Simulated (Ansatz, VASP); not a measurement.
TePb: VASP beside Ansatz

```
CELL_PARAMETERS angstrom
3.90724 0.00000 0.00000
0.00000 3.90724 0.00000
0.00000 0.00000 3.90724
ATOMIC_POSITIONS crystal
Te 0.50000 0.50000 0.50000
Pb 0.00000 0.00000 0.00000
```

Alike in both runs: task electric field gradients; functional PBEsol; k mesh 10 × 10 × 10; occupations fermi-dirac, width 0.05 eV; no spin polarisation.

```csv
,VASP,Ansatz
version,VASP 6.6.1,Ansatz 0.2.0
potentials or method,"VASP PAW PBE potentials, release 64 (Te, Pb_d)","PAW with Ansatz's default frozen-core files, scalar-relativistic"
plane-wave cutoff (eV),520,420
valence electrons in the cell,20,30
```

```tsv
	VASP	Ansatz	Ansatz less VASP
pressure (GPa)	0.0	0.0	+0.02
```

VASP's potentials were made for PBE, not for PBEsol. The functional is the same, so the differences come from potentials, cutoffs and numerics. VASP's potentials hold 20 valence electrons a cell and Ansatz's 30, so a difference there can come from the potentials and not from the codes.

Neither program's run includes spin-orbit coupling.
